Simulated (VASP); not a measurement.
# Ti: single point with PBE

System: Ti, a slab with vacuum.

```xyz
4
Lattice="2.9075 0.0000 0.0000 0.0000 4.1119 0.0000 0.0000 0.0000 19.6536" Properties=species:S:1:pos:R:3 pbc="T T T"
Ti    1.4538    2.0559    4.0000
Ti    0.0000    0.0000    5.4538
Ti    1.4538    2.0559    6.7598
Ti    0.0000    0.0000    8.1536
```

| Quantity | Value |
| --- | --- |
| Program | VASP 6.6.1 |
| Task | single point |
| Functional | PBE |
| Potentials or basis | VASP PAW PBE potentials, release 64 (Ti_sv) |
| Cutoff | 520 eV |
| k mesh | 9 × 7 × 1 |
| Occupations | gaussian, width 0.1 eV |
| Spin | no spin polarisation |
| Dipole correction | yes |
| Further INCAR settings | ALGO = Normal; EDIFF = 1e-07; NBANDS = 32 |

* Largest force: 0.343 eV/Å
* Band gap on the k mesh: zero (bands 24 and 25 overlap by 0.41 eV)

Forces in eV/Å, atoms in the order of the input:
```
Ti   0.000  0.000  0.343
Ti   0.000  0.000 -0.340
Ti   0.000  0.000  0.031
Ti   0.000  0.000 -0.033
```

Levels at points of the mesh, in eV from the Fermi level:
| k point | band 20 | band 21 | band 22 | band 23 | band 24 | band 25 | band 26 | band 27 | band 28 | band 29 |
| --- | --- | --- | --- | --- | --- | --- | --- | --- | --- | --- |
| (0.00, 0.00, 0.00) | -1.67 | -1.38 | -0.75 | -0.27 | 0.14 | 0.20 | 0.26 | 0.63 | 0.76 | 0.94 |

Wall time 2.6 min on 1 thread of Intel(R) Xeon(R) 6975P-C (Granite Rapids), on a shared host, peak memory 0.37 GiB.
